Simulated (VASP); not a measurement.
A run of VASP 6.6.1:

Contents of INCAR:

```
PREC = Accurate
ENCUT = 520
EDIFF = 1E-7
ISMEAR = 0
SIGMA = 0.01
LREAL = F
LASPH = T
NELM = 80
ALGO = Normal
ISIF = 2
LWAVE = F
LCHARG = F
GGA = PS
NBANDS = 28
```

Contents of KPOINTS:

```
Automatic mesh
0
Gamma
  3 3 2
```

Contents of POSCAR:

```
SnO
1.0
    3.7986000000      0.0000000000      0.0000000000
    0.0000000000      3.7986000000      0.0000000000
    0.0000000000      0.0000000000      4.8408000000
Sn O
2 2
Direct
    0.5000000000      0.0000000000      0.2369000000
    0.0000000000      0.5000000000      0.7631000000
    0.0000000000      0.0000000000      0.0000000000
    0.5000000000      0.5000000000      0.0000000000
```

Potentials or basis: VASP PAW PBE potentials, release 64 (Sn_d, O).

Run with:

```bash
$ cat potpaw_PBE.64/Sn_d/POTCAR potpaw_PBE.64/O/POTCAR > POTCAR
$ mpirun -np 1 vasp_std > vasp.out
```

Hardware: 1 thread of AMD EPYC 7R43 64-Core Processor (Zen 3), with other jobs on the host.

Question: How long does it take, and how much memory?

Answer: Run time: 13 s on 1 thread of AMD EPYC 7R43 64-Core Processor (Zen 3) (shared host), peak memory 0.13 GiB. Counts: scf iterations 15, k points 6.
